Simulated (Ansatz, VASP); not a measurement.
## Ru in VASP and in Ansatz

```
Ru
1.0
    -0.06668    1.87175    1.87175
     1.87175   -0.06668    1.87175
     1.87175    1.87175   -0.06668
Ru
1
Direct
  0.00000 0.00000 0.00000
```

Change from the starting cell: equal engineering shear yz, xz and xy -0.0350, equal normal strain along x, y and z +0.0000.

Alike in both runs: task single point; functional PBE; k mesh 20 × 20 × 20; occupations gaussian, width 0.15 eV; no spin polarisation.

|  | VASP | Ansatz |
| --- | --- | --- |
| version | VASP 6.6.1 | Ansatz 0.2.0 |
| potentials or method | VASP PAW PBE potentials, release 64 (Ru_pv), cutoff 520 eV | scalar-relativistic, plane waves, PAW |
| valence electrons in the cell | 14 | 16 |

```tsv
	VASP	Ansatz	Ansatz less VASP
gap on the k mesh at the Fermi level (eV)	none	none	-
pressure (GPa)	1.4	1.6	+0.20
traceless stress, the component that is largest in VASP (GPa)	8.57	8.58	+0.008
```

A gap of «none» marks a metal or a gap that the smearing closes. With one functional, cell and mesh, what is left measures potentials, basis and numerics. VASP's potentials hold 14 valence electrons a cell and Ansatz's 16, so a difference there can come from the potentials and not from the codes.
